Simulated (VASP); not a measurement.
# AlRu (Fm-3m) in VASP: single point with PBE

Aim: the single point of AlRu with PBE.

Program: VASP 6.6.1. These are calculated values, not measurements. Logs are shortened: lines on timing, memory, paths and dates and some standing lists are left out, and cuts for length are marked.

## 1. The cell of the first run

The structure is cubic, space group Fm-3m (No. 225). The conventional cell has a = 4.749 Å, b = 4.749 Å, c = 4.749 Å, α = 90.00°, β = 90.00°, γ = 90.00°. Al (site symmetry m-3m) has 6 Ru at 2.37 Å within 3.1 Å. Within 3.1 Å of Ru (site symmetry m-3m) lie 6 Al at 2.37 Å.

## 2. Single point, PBE

Input file INCAR:

```
PREC     = Accurate       # precision mode
ENCUT    = 520            # plane-wave cutoff, eV
EDIFF    = 1E-7           # SCF threshold, eV
ISMEAR   = 0              # smearing method
SIGMA    = 0.15           # smearing width, eV
LREAL    = F              # projectors in reciprocal space
LASPH    = T              # aspherical terms in the spheres
NELM     = 60             # most SCF steps
ALGO     = Fast           # electronic algorithm
ISIF     = 2              # what is computed and relaxed
LWAVE    = F              # write WAVECAR
LCHARG   = F              # write CHGCAR
GGA      = PE             # functional
NBANDS   = 16             # bands
```

Input file KPOINTS:

```
regular mesh
0
Gamma
  18 18 18
```

Input file POSCAR:

```
AlRu
1.0
    3.1659126580      0.7914781645      0.7914781645
    0.7914781645      3.1659126580      0.7914781645
    0.7914781645      0.7914781645      3.1659126580
Al Ru
1 1
Direct
    0.0000000000      0.0000000000      0.0000000000
    0.5000000000      0.5000000000      0.5000000000
```

Potentials or basis: VASP PAW PBE potentials, release 64 (Al, Ru_pv).

Command:

```bash
> cat potpaw_PBE.64/Al/POTCAR potpaw_PBE.64/Ru_pv/POTCAR > POTCAR
> mpirun -np 1 vasp_std > vasp.out
```

OUTCAR:

```text
PREC = Accurate
   ENCUT = 520
   EDIFF = 1E-7
   ISMEAR = 0
   LREAL = F
   LASPH = T
   NELM = 60
   ISIF = 2
   GGA = PE

 ion  position               nearest neighbor table
   1  0.000  0.000  0.000-   2 2.37   2 2.37   2 2.37   2 2.37   2 2.37   2 2.37
   2  0.500  0.500  0.500-   1 2.37   1 2.37   1 2.37   1 2.37   1 2.37   1 2.37

  LATTYP: Found a face centered cubic cell.
 ALAT       =     4.7488689870

  Lattice vectors:

 A1 = (   3.1659126580,   0.7914781645,   0.7914781645)
 A2 = (   0.7914781645,   3.1659126580,   0.7914781645)
 A3 = (   0.7914781645,   0.7914781645,   3.1659126580)

Analysis of symmetry for initial positions (statically):
=====================================================================
 Subroutine PRICEL returns:
 Original cell was already a primitive cell.

 Routine SETGRP: Setting up the symmetry group for a
 face centered cubic supercell.

 Subroutine GETGRP returns: Found 48 space group operations
 (whereof 48 operations were pure point group operations)
 out of a pool of 48 trial point group operations.

The static configuration has the point symmetry O_h .

Analysis of symmetry for dynamics (positions and initial velocities):
=====================================================================
 Subroutine PRICEL returns:
 Original cell was already a primitive cell.

 Routine SETGRP: Setting up the symmetry group for a
 face centered cubic supercell.

 Subroutine GETGRP returns: Found 48 space group operations
 (whereof 48 operations were pure point group operations)
 out of a pool of 48 trial point group operations.

The dynamic configuration has the point symmetry O_h .

 Subroutine INISYM returns: Found 48 space group operations
 (whereof 48 operations are pure point group operations),
 and found     1 'primitive' translations

----------------------------------------------------------------------------------------

                                     Primitive cell

  volume of cell :      26.7738

  direct lattice vectors                    reciprocal lattice vectors
     3.165912658  0.791478164  0.791478164     0.350960760 -0.070192152 -0.070192152
     0.791478164  3.165912658  0.791478164    -0.070192152  0.350960760 -0.070192152
     0.791478164  0.791478164  3.165912658    -0.070192152 -0.070192152  0.350960760

  length of vectors
     3.357957464  3.357957464  3.357957464     0.364729120  0.364729120  0.364729120

  position of ions in fractional coordinates (direct lattice)
     0.000000000  0.000000000  0.000000000
     0.500000000  0.500000000  0.500000000

  ion indices of the primitive-cell ions
   primitive index   ion index
                 1           1
                 2           2

----------------------------------------------------------------------------------------

 KPOINTS: regular mesh

Automatic generation of k-mesh.
 Grid dimensions read from file:
 generate k-points for:   18   18   18

 Generating k-lattice:

  Cartesian coordinates                     Fractional coordinates (reciprocal lattice)
     0.019497820 -0.003899564 -0.003899564     0.055555556  0.000000000  0.000000000
    -0.003899564  0.019497820 -0.003899564     0.000000000  0.055555556  0.000000000
    -0.003899564 -0.003899564  0.019497820     0.000000000  0.000000000  0.055555556

  Length of vectors
     0.020262729  0.020262729  0.020262729

  Shift w.r.t. Gamma in fractional coordinates (k-lattice)
     0.000000000  0.000000000  0.000000000

 Subroutine IBZKPT returns following result:
 ===========================================

 Found    195 irreducible k-points:

 Following reciprocal coordinates:
            Coordinates               Weight
  0.000000  0.000000  0.000000      1.000000
  0.055556  0.000000  0.000000      8.000000
  0.111111  0.000000  0.000000      8.000000
  0.166667  0.000000  0.000000      8.000000
  0.222222  0.000000  0.000000      8.000000
  0.277778  0.000000  0.000000      8.000000
[... 16 lines left out ...]
 -0.277778  0.055556  0.000000     24.000000
 -0.222222  0.055556 -0.000000     24.000000
 [... further k-points ...]
   k-points           NKPTS =    195   k-points in BZ     NKDIM =    195   number of bands    NBANDS=     16
   number of dos      NEDOS =    301   number of ions     NIONS =      2
   total plane-waves  NPLWV =  21952
   dimension x,y,z NGX =    28 NGY =   28 NGZ =   28
   dimension x,y,z NGXF=    56 NGYF=   56 NGZF=   56
   ions per type =               1   1
   NGX,Y,Z   is equivalent  to a cutoff of  13.86, 13.86, 13.86 a.u.
   NGXF,Y,Z  is equivalent  to a cutoff of  27.72, 27.72, 27.72 a.u.
 SYSTEM =  unknown system
   PREC   = accura    normal or accurate (medium, high low for compatibility)
   ISTART =      0    job   : 0-new  1-cont  2-samecut
   ICHARG =      2    charge: 1-file 2-atom 10-const
   ISPIN  =      1    spin polarized calculation?
   LNONCOLLINEAR =      F non collinear calculations
   LSORBIT =      F    spin-orbit coupling
   LASPH  =      T    aspherical Exc in radial PAW
   ENCUT  =  520.0 eV  38.22 Ry    6.18 a.u.   6.24  6.24  6.24*2*pi/ulx,y,z
   NELM   =     60;   NELMIN=  2; NELMDL= -5     # of ELM steps
   EDIFF  = 0.1E-06   stopping-criterion for ELM
   LREAL  =      F    real-space projection
   EDIFFG = 0.1E-05   stopping-criterion for IOM
   NSW    =      0    number of steps for IOM
   IBRION =     -1    ionic relax: 0-MD 1-quasi-New 2-CG
   NFREE  =      0    steps in history (QN), initial steepest desc. (CG)
   ISIF   =      2    stress and relaxation
   ISYM   =      2    0-nonsym 1-usesym 2-fastsym
   POTIM  = 0.5000    time-step for ionic-motion
   TEBEG  =    0.0;   TEEND  =   0.0 temperature during run
   PSTRESS=    0.0 pullay stress
   NELECT =      17.0000    total number of electrons
   NUPDOWN=      -1.0000    fix difference up-down
   EMIN   =  10.00;   EMAX   =-10.00  energy-range for DOS
   EFERMI =   0.00;   METHOD = LEGACY
   ISMEAR =     0;   SIGMA  =   0.15  broadening in eV -4-tet -1-fermi 0-gaus
   EFERMI_NEDOS =   21; number of points for ismear=-14 and -15
   IALGO  =     68    algorithm
   IMIX   =      4    mixing-type and parameters
     AMIX     =   0.40;   BMIX     =  1.00
     AMIX_MAG =   1.60;   BMIX_MAG =  1.00
  volume/ion in A,a.u.               =      13.39        90.34
  Fermi-wavevector in a.u.,A,eV,Ry     =   1.407087  2.659009 26.938090  1.979894
  Thomas-Fermi vector in A             =   2.529382
   LORBIT       =      0    0 simple, 1 ext, 2 COOP (PROOUT), +10 PAW based schemes
   GGA     = PE    functional components
   LHFCALC =     F    Hartree Fock is set to
   AEXX    =    0.0000 exact exchange contribution
   IVDW    =     0    specifies the selected vdW correction
   LEPSILON=     F    determine dielectric tensor
   LRPA    =     F    only Hartree local field effects (RPA)
 non-spin polarized calculation
 RMM-DIIS sequential band-by-band and
 Gauss-broadening in eV      SIGMA  =   0.15
  energy-cutoff  :      520.00
  volume of cell :       26.77
 maximum number of plane-waves:       745
 NGX is ok and might be reduce to    28
   NGX = 13   NGY = 13   NGZ = 13

 number of electron      17.0000000 magnetization

 Free energy of the ion-electron system (eV)
  ---------------------------------------------------
  ext. energy  EPLUGINS =         0.00000000
  ---------------------------------------------------
  free energy    TOTEN  =       -12.36556353 eV

  energy without entropy =      -12.34596845  energy(sigma->0) =      -12.35576599

 E-fermi :  11.0407     XC(G=0): -12.4623

 val. band max:       11.0394578200   @ k =  -0.2778   0.2222   0.0556
 cond. band min:      11.0478407665   @ k =   0.5000   0.2778   0.1111
 fundamental gap:      0.0083829466
 Fermi energy:        11.0407064627

 k-point     1 :       0.0000    0.0000    0.0000
  band No.  band energies     occupation
      1     -30.9245      2.00000
      2     -30.9245      2.00000
      3     -30.9245      2.00000
      4       1.1641      2.00000
      5       8.5126      2.00000
      6       8.5126      2.00000
[... 8 lines left out ...]
     15      25.7150      0.00000
     16      25.7150      0.00000

 k-point     2 :       0.0556    0.0000    0.0000
  band No.  band energies     occupation
      1     -30.9283      2.00000
      2     -30.9251      2.00000
      3     -30.9251      2.00000
      4       1.2358      2.00000
      5       8.4629      2.00000
      6       8.5397      2.00000
[... 8 lines left out ...]
     15      25.5354      0.00000
     16      25.6009      0.00000

 k-point     3 :       0.1111    0.0000    0.0000
  band No.  band energies     occupation
      1     -30.9393      2.00000
      2     -30.9269      2.00000
      3     -30.9269      2.00000
      4       1.4486      2.00000
      5       8.3218      2.00000
      6       8.5683      2.00000
[... 8 lines left out ...]
     15      25.1539      0.00000
     16      25.2314      0.00000

 k-point     4 :       0.1667    0.0000    0.0000
  band No.  band energies     occupation
      1     -30.9561      2.00000
      2     -30.9296      2.00000
      3     -30.9296      2.00000
      4       1.7956      2.00000
      5       8.1091      2.00000
      6       8.4763      2.00000
[... 8 lines left out ...]
     15      24.5961      0.00000
     16      24.9740      0.00000
[... 324 lines left out ...]
 k-point    22 :      -0.3333    0.0556    0.0000
  band No.  band energies     occupation
      1     -31.0244      2.00000
      2     -30.9445      2.00000
      3     -30.9401      2.00000
      4       3.7505      2.00000
      5       7.0987      2.00000
      6       7.8883      2.00000
[... 8 lines left out ...]
     15      23.0116      0.00000
     16      23.7039      0.00000

 k-point    23 :      -0.2778    0.0556    0.0000
  band No.  band energies     occupation
      1     -31.0055      2.00000
      2     -30.9414      2.00000
      3     -30.9367      2.00000
      4       3.0965      2.00000
      5       7.4343      2.00000
      6       8.0373      2.00000
[... 8 lines left out ...]
     15      22.9664      0.00000
     16      23.7039      0.00000

 k-point    24 :      -0.2222    0.0556   -0.0000
  band No.  band energies     occupation
      1     -30.9845      2.00000
      2     -30.9378      2.00000
      3     -30.9331      2.00000
      4       2.5011      2.00000
      5       7.7369      2.00000
      6       8.2142      2.00000
[... 8 lines left out ...]
     15      23.5620      0.00000
     16      23.7042      0.00000

 [... further k-points ...]

------------------------ aborting loop because EDIFF is reached ----------------------------------------

  FORCE on cell =-STRESS in cart. coord.  units (eV):
  Direction    XX          YY          ZZ          XY          YZ          ZX
  --------------------------------------------------------------------------------------
  -------------------------------------------------------------------------------------
  Total        4.7252582      4.7252582      4.7252582     -0.0000000     -0.0000000     -0.0000000
  in kB      282.7649328    282.7649328    282.7649328     -0.0000000     -0.0000000     -0.0000000
  external PRESSURE =     282.7649328 kB  Pullay stress =       0.0000000 kB

 VOLUME and BASIS-vectors are now :
 -----------------------------------------------------------------------------
  energy-cutoff  :      520.00
  volume of cell :       26.77
      direct lattice vectors                 reciprocal lattice vectors
     3.165912658  0.791478164  0.791478164     0.350960760 -0.070192152 -0.070192152
     0.791478164  3.165912658  0.791478164    -0.070192152  0.350960760 -0.070192152
     0.791478164  0.791478164  3.165912658    -0.070192152 -0.070192152  0.350960760

 POSITION                                       TOTAL-FORCE (eV/Angst)
 -----------------------------------------------------------------------------------
      0.00000      0.00000      0.00000        -0.000000      0.000000      0.000000
      2.37443      2.37443      2.37443         0.000000     -0.000000     -0.000000
 -----------------------------------------------------------------------------------
    total drift:                                0.000000      0.000000      0.000000

  FREE ENERGIE OF THE ION-ELECTRON SYSTEM (eV)
  ---------------------------------------------------
  free  energy   TOTEN  =       -12.3655635277 eV

  energy  without entropy=      -12.3459684464  energy(sigma->0) =      -12.35576599
```

Wall time 1.7 min (1 thread of Intel Xeon 6975P-C, shared host); peak memory 0.22 GiB.

What came out:

| Property | Result |
| --- | --- |
| Free energy | -12.3656 eV |
| Pressure | 28.3 GPa |
